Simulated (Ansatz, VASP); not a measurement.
Two plane-wave programs on KBr

```
K Br
1.0
     5.72781    0.00000    0.00000
    -2.86390    4.96043    0.00000
     0.00000    0.00000    6.71729
K Br
2 2
Direct
  0.33333 0.66667 0.25000
  0.66667 0.33333 0.75000
  0.66667 0.33333 0.25000
  0.33333 0.66667 0.75000
```

Alike in both runs: task single point; functional PBE; k mesh 6 × 6 × 4; no spin polarisation.

|  | VASP | Ansatz |
| --- | --- | --- |
| version | VASP 6.6.1 | Ansatz 0.2.0 |
| potentials or method | VASP PAW PBE potentials, release 64 (K_sv, Br) | plane waves, PAW |
| plane-wave cutoff (eV) | 520 | 420 |
| occupations | gaussian, width 0.01 eV | fixed |
| valence electrons in the cell | 32 | 32 |

|  | VASP | Ansatz | Ansatz less VASP |
| --- | --- | --- | --- |
| gap on the k mesh at the Fermi level (eV) | 4.09 | 4.09 | +0.001 |
| pressure (GPa) | -0.3 | -0.3 | -0.02 |
| traceless stress, the component that is largest in VASP (GPa) | -0.06 | -0.07 | -0.003 |
